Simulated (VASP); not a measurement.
Runs of VASP 6.6.1 on SnTe. The structure is that of space group F-43m (No. 216), or close to it. The cells are those of the table. 

| cell | gap on the mesh (eV) | pressure (GPa) |
| --- | --- | --- |
| a = 5.073 Å, angles 60.0°, 2 atoms | 0.30 | -0.1 |
| a = 5.223 Å, angles 60.0°, 2 atoms | 0.51 | -2.0 |
| a = 5.020 Å, angles 60.0°, 2 atoms | 0.22 | 0.8 |
| a = 5.124 Å, angles 60.0°, 2 atoms | 0.38 | (a) |
| a = 5.174 Å, angles 60.0°, 2 atoms | (b) | -1.5 |

Alike in all rows: task single point; level r2SCAN; potentials or basis VASP PAW PBE potentials, release 64 (Sn_d, Te); no spin polarisation; k mesh 6 × 6 × 6; cutoff (eV) 520; smearing methfessel-paxton 0.02 eV.

Task: Estimate the missing entries.

Result: (a) -0.8; (b) 0.45.

Caveats: the PAW data sets were made with another functional, which shifts forces and pressure a little; spin-orbit coupling is left out, which moves the levels of the heavy elements.

A k mesh can miss the band edges, and the runs leave out spin-orbit coupling on Sn, Te.
